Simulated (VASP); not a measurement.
# Mg (P6_3/mmc) in VASP: single point with PBEsol

Aim: the single point of Mg with PBEsol.

Program: VASP 6.6.1. These are calculated values, not measurements. Logs are shortened: lines on timing, memory, paths and dates and some standing lists are left out, and cuts for length are marked.

## Step 1: The cell of the first run

It takes space group P6_3/mmc (No. 194, hexagonal). The conventional cell has a = 3.112 Å, b = 3.112 Å, c = 11.423 Å, α = 90.00°, β = 90.00°, γ = 120.00°. Mg (site symmetry -3m) has 12 Mg at 3.11 to 3.37 Å within 4.1 Å. Within 4.1 Å of Mg (site symmetry -6m2) lie 12 Mg at 3.11 to 3.37 Å.

## Step 2: Single point, PBEsol (Cd replaced by Mg, lengths x 0.987, strained)

INCAR

```
SYSTEM = Mg
  PREC = Accurate
  ENCUT = 520
  EDIFF = 1E-6
  ISMEAR = 0
  SIGMA = 0.1
  LREAL = .FALSE.
  LASPH = .TRUE.
  NELM = 100
  ALGO = Normal
  ISIF = 2
  LWAVE = .FALSE.
  LCHARG = .TRUE.
  GGA = PS
  LELF = .TRUE.
  LVHAR = .TRUE.
  NBANDS = 12
```

KPOINTS

```
Automatic mesh
0
G
  15 15 4
  0 0 0
```

POSCAR

```
Mg
1.0
    3.1123157973      0.0000000000      0.0000000000
   -1.5561578987      2.6953445451      0.0000000000
    0.0000000000      0.0000000000     11.4226791834
Mg
4
Direct
    0.0000000000      0.0000000000      0.0000000000
    0.3333333300      0.6666666700      0.2500000000
    0.0000000000      0.0000000000      0.5000000000
    0.6666666700      0.3333333300      0.7500000000
```

Potentials or basis: VASP PAW PBE potentials, release 64 (Mg).

Run with:

```bash
> cat potpaw_PBE.64/Mg/POTCAR > POTCAR
> mpirun -np 1 vasp_std > vasp.out
```

OUTCAR:

```text
SYSTEM = Mg
   PREC = Accurate
   ENCUT = 520
   EDIFF = 1E-6
   ISMEAR = 0
   LREAL = .FALSE.
   LASPH = .TRUE.
   NELM = 100
   ISIF = 2
   GGA = PS

 ion  position               nearest neighbor table
   1  0.000  0.000  0.000-   2 3.37   4 3.37   4 3.37   2 3.37   4 3.37   2 3.37
   2  0.333  0.667  0.250-   1 3.37   3 3.37   1 3.37   3 3.37   1 3.37   3 3.37
   3  0.000  0.000  0.500-   2 3.37   4 3.37   4 3.37   2 3.37   4 3.37   2 3.37
   4  0.667  0.333  0.750-   1 3.37   3 3.37   1 3.37   3 3.37   1 3.37   3 3.37

  LATTYP: Found a hexagonal cell.
 ALAT       =     3.1123157973
 C/A-ratio  =     3.6701542926

  Lattice vectors:

 A1 = (   3.1123157973,   0.0000000000,   0.0000000000)
 A2 = (  -1.5561578987,   2.6953445451,   0.0000000000)
 A3 = (   0.0000000000,   0.0000000000,  11.4226791834)

Analysis of symmetry for initial positions (statically):
=====================================================================
 Subroutine PRICEL returns:
 Original cell was already a primitive cell.

 Routine SETGRP: Setting up the symmetry group for a
 hexagonal supercell.

 Subroutine GETGRP returns: Found 24 space group operations
 (whereof 12 operations were pure point group operations)
 out of a pool of 24 trial point group operations.

The static configuration has the point symmetry D_3d.
 The point group associated with its full space group is D_6h.

Analysis of symmetry for dynamics (positions and initial velocities):
=====================================================================
 Subroutine PRICEL returns:
 Original cell was already a primitive cell.

 Routine SETGRP: Setting up the symmetry group for a
 hexagonal supercell.

 Subroutine GETGRP returns: Found 24 space group operations
 (whereof 12 operations were pure point group operations)
 out of a pool of 24 trial point group operations.

The dynamic configuration has the point symmetry D_3d.
 The point group associated with its full space group is D_6h.

 Subroutine INISYM returns: Found 24 space group operations
 (whereof 12 operations are pure point group operations),
 and found     1 'primitive' translations

----------------------------------------------------------------------------------------

                                     Primitive cell

  volume of cell :      95.8222

  direct lattice vectors                    reciprocal lattice vectors
     3.112315797  0.000000000  0.000000000     0.321304156  0.185505041  0.000000000
    -1.556157899  2.695344545  0.000000000     0.000000000  0.371010082  0.000000000
     0.000000000  0.000000000 11.422679183     0.000000000  0.000000000  0.087545136

  length of vectors
     3.112315797  3.112315797 11.422679183     0.371010082  0.371010082  0.087545136

  position of ions in fractional coordinates (direct lattice)
     0.000000000  0.000000000  0.000000000
     0.333333330  0.666666670  0.250000000
     0.000000000  0.000000000  0.500000000
     0.666666670  0.333333330  0.750000000

  ion indices of the primitive-cell ions
   primitive index   ion index
                 1           1
                 2           2
                 3           3
                 4           4

----------------------------------------------------------------------------------------

 KPOINTS: Automatic mesh

Automatic generation of k-mesh.
 Grid dimensions read from file:
 generate k-points for:   15   15    4

 Generating k-lattice:

  Cartesian coordinates                     Fractional coordinates (reciprocal lattice)
     0.021420277  0.012367003  0.000000000     0.066666667  0.000000000  0.000000000
     0.000000000  0.024734005  0.000000000     0.000000000  0.066666667  0.000000000
     0.000000000  0.000000000  0.021886284     0.000000000  0.000000000  0.250000000

  Length of vectors
     0.024734005  0.024734005  0.021886284

  Shift w.r.t. Gamma in fractional coordinates (k-lattice)
     0.000000000  0.000000000  0.000000000

 Subroutine IBZKPT returns following result:
 ===========================================

 Found     81 irreducible k-points:

 Following reciprocal coordinates:
            Coordinates               Weight
  0.000000  0.000000  0.000000      1.000000
  0.066667  0.000000  0.000000      6.000000
  0.133333  0.000000  0.000000      6.000000
  0.200000 -0.000000  0.000000      6.000000
  0.266667  0.000000  0.000000      6.000000
  0.333333  0.000000  0.000000      6.000000
[... 16 lines left out ...]
  0.333333  0.200000  0.000000     12.000000
  0.400000  0.200000  0.000000      6.000000
 [... further k-points ...]
   k-points           NKPTS =     81   k-points in BZ     NKDIM =     81   number of bands    NBANDS=     12
   number of dos      NEDOS =    301   number of ions     NIONS =      4
   total plane-waves  NPLWV =  51840
   dimension x,y,z NGX =    24 NGY =   24 NGZ =   90
   dimension x,y,z NGXF=    48 NGYF=   48 NGZF=  180
   ions per type =               4
   NGX,Y,Z   is equivalent  to a cutoff of  12.82, 12.82, 13.10 a.u.
   NGXF,Y,Z  is equivalent  to a cutoff of  25.64, 25.64, 26.20 a.u.
 SYSTEM =  Mg
   PREC   = accura    normal or accurate (medium, high low for compatibility)
   ISTART =      0    job   : 0-new  1-cont  2-samecut
   ICHARG =      2    charge: 1-file 2-atom 10-const
   ISPIN  =      1    spin polarized calculation?
   LNONCOLLINEAR =      F non collinear calculations
   LSORBIT =      F    spin-orbit coupling
   LASPH  =      T    aspherical Exc in radial PAW
   ENCUT  =  520.0 eV  38.22 Ry    6.18 a.u.   5.79  5.79 21.24*2*pi/ulx,y,z
   NELM   =    100;   NELMIN=  2; NELMDL= -5     # of ELM steps
   EDIFF  = 0.1E-05   stopping-criterion for ELM
   LREAL  =      F    real-space projection
[... 7 lines left out ...]
   TEBEG  =    0.0;   TEEND  =   0.0 temperature during run
   PSTRESS=    0.0 pullay stress
   NELECT =       8.0000    total number of electrons
   NUPDOWN=      -1.0000    fix difference up-down
   EMIN   =  10.00;   EMAX   =-10.00  energy-range for DOS
   EFERMI =   0.00;   METHOD = LEGACY
   ISMEAR =     0;   SIGMA  =   0.10  broadening in eV -4-tet -1-fermi 0-gaus
   EFERMI_NEDOS =   21; number of points for ismear=-14 and -15
   IALGO  =     38    algorithm
   IMIX   =      4    mixing-type and parameters
     AMIX     =   0.40;   BMIX     =  1.00
     AMIX_MAG =   1.60;   BMIX_MAG =  1.00
  volume/ion in A,a.u.               =      23.96       161.66
  Fermi-wavevector in a.u.,A,eV,Ry     =   0.715511  1.352119  6.965580  0.511956
  Thomas-Fermi vector in A             =   1.803690
   LORBIT       =      0    0 simple, 1 ext, 2 COOP (PROOUT), +10 PAW based schemes
   GGA     = PS    functional components
   LHFCALC =     F    Hartree Fock is set to
   AEXX    =    0.0000 exact exchange contribution
   IVDW    =     0    specifies the selected vdW correction
   LEPSILON=     F    determine dielectric tensor
   LRPA    =     F    only Hartree local field effects (RPA)
 non-spin polarized calculation
 Gauss-broadening in eV      SIGMA  =   0.10
  energy-cutoff  :      520.00
  volume of cell :       95.82
 maximum number of plane-waves:      2604
 NGX is ok and might be reduce to    24
   NGX = 11   NGY = 11   NGZ = 43

 number of electron       8.0000000 magnetization

 Free energy of the ion-electron system (eV)
  ---------------------------------------------------
  ext. energy  EPLUGINS =         0.00000000
  ---------------------------------------------------
  free energy    TOTEN  =        -6.72135964 eV

  energy without entropy =       -6.71015199  energy(sigma->0) =       -6.71575581

 E-fermi :   2.3951     XC(G=0):  -8.3961

 val. band max:        2.3912877904   @ k =   0.3333   0.2667   0.2500
 cond. band min:       2.3955502042   @ k =   0.2000   0.2000   0.0000
 fundamental gap:      0.0042624138
 Fermi energy:         2.3951472962

 k-point     1 :       0.0000    0.0000    0.0000
  band No.  band energies     occupation
      1      -4.3768      2.00000
      2      -3.2298      2.00000
      3      -3.2274      2.00000
      4       0.0578      2.00000
      5       0.2401      2.00000
      6       5.5812      0.00000
      7       5.5825      0.00000
      8      12.3687      0.00000
      9      13.1891      0.00000
     10      14.3695      0.00000
     11      14.3888      0.00000
     12      14.5295      0.00000

 k-point     2 :       0.0667    0.0000    0.0000
  band No.  band energies     occupation
      1      -4.2846      2.00000
      2      -3.1385      2.00000
      3      -3.1361      2.00000
      4       0.1488      2.00000
      5       0.3256      2.00000
      6       5.6623      0.00000
      7       5.6640      0.00000
      8      12.2615      0.00000
      9      12.7007      0.00000
     10      13.2632      0.00000
     11      13.4407      0.00000
     12      13.4847      0.00000

 k-point     3 :       0.1333    0.0000    0.0000
  band No.  band energies     occupation
      1      -4.0083      2.00000
      2      -2.8652      2.00000
      3      -2.8627      2.00000
      4       0.4203      2.00000
      5       0.5822      2.00000
      6       5.9015      0.00000
      7       5.9056      0.00000
      8      10.4299      0.00000
      9      11.2693      0.00000
     10      11.4080      0.00000
     11      12.5380      0.00000
     12      12.6887      0.00000
[... 286 lines left out ...]
 k-point    23 :       0.3333    0.2000    0.0000
  band No.  band energies     occupation
      1       0.0350      2.00000
      2       1.1117      2.00000
      3       1.1170      2.00000
      4       2.5835      0.00773
      5       3.6706      0.00000
      6       3.7480      0.00000
      7       4.3387      0.00000
      8       4.4700      0.00000
      9       5.3634      0.00000
     10       6.4305      0.00000
     11       6.6297      0.00000
     12       7.0668      0.00000

 k-point    24 :       0.4000    0.2000    0.0000
  band No.  band energies     occupation
      1       1.2050      2.00000
      2       1.2715      2.00000
      3       2.0350      2.00000
      4       2.1039      1.99996
      5       2.6351      0.00069
      6       2.7044      0.00001
      7       4.7475      0.00000
      8       5.2149      0.00000
      9       5.5769      0.00000
     10       5.7141      0.00000
     11       6.4062      0.00000
     12       6.6242      0.00000

 [... further k-points ...]

------------------------ aborting loop because EDIFF is reached ----------------------------------------

  FORCE on cell =-STRESS in cart. coord.  units (eV):
  Direction    XX          YY          ZZ          XY          YZ          ZX
  --------------------------------------------------------------------------------------
  -------------------------------------------------------------------------------------
  Total        0.0452595      0.0452595     -2.5903932     -0.0000000      0.0000000      0.0000000
  in kB        0.7567531      0.7567531    -43.3122112     -0.0000000      0.0000000      0.0000000
  external PRESSURE =     -13.9329017 kB  Pullay stress =       0.0000000 kB

 VOLUME and BASIS-vectors are now :
 -----------------------------------------------------------------------------
  energy-cutoff  :      520.00
  volume of cell :       95.82
      direct lattice vectors                 reciprocal lattice vectors
     3.112315797  0.000000000  0.000000000     0.321304156  0.185505041  0.000000000
    -1.556157899  2.695344545  0.000000000     0.000000000  0.371010082  0.000000000
     0.000000000  0.000000000 11.422679183     0.000000000  0.000000000  0.087545136

 POSITION                                       TOTAL-FORCE (eV/Angst)
 -----------------------------------------------------------------------------------
      0.00000      0.00000      0.00000        -0.000000      0.000000      0.000000
     -0.00000      1.79690      2.85567        -0.000000     -0.000000      0.000000
      0.00000      0.00000      5.71134        -0.000000      0.000000      0.000000
      1.55616      0.89845      8.56701         0.000000      0.000000     -0.000000
 -----------------------------------------------------------------------------------
    total drift:                               -0.000000      0.000000     -0.000000

  FREE ENERGIE OF THE ION-ELECTRON SYSTEM (eV)
  ---------------------------------------------------
  free  energy   TOTEN  =        -6.7213596358 eV

  energy  without entropy=       -6.7101519861  energy(sigma->0) =       -6.71575581
```

Wall time 47 s (1 thread of Intel Xeon Platinum 8488C (Sapphire Rapids), shared host); peak memory 0.25 GiB.

What came out:

* Free energy: -6.7214 eV
* Pressure: -1.4 GPa
* Band gap on the k mesh: zero (bands 4 and 5 overlap by 3.21 eV)

Caveat: the cell differs from its parent crystal (Cd replaced by Mg, lengths x 0.987, strained); the PAW data sets were made with another functional, which shifts forces and pressure a little.
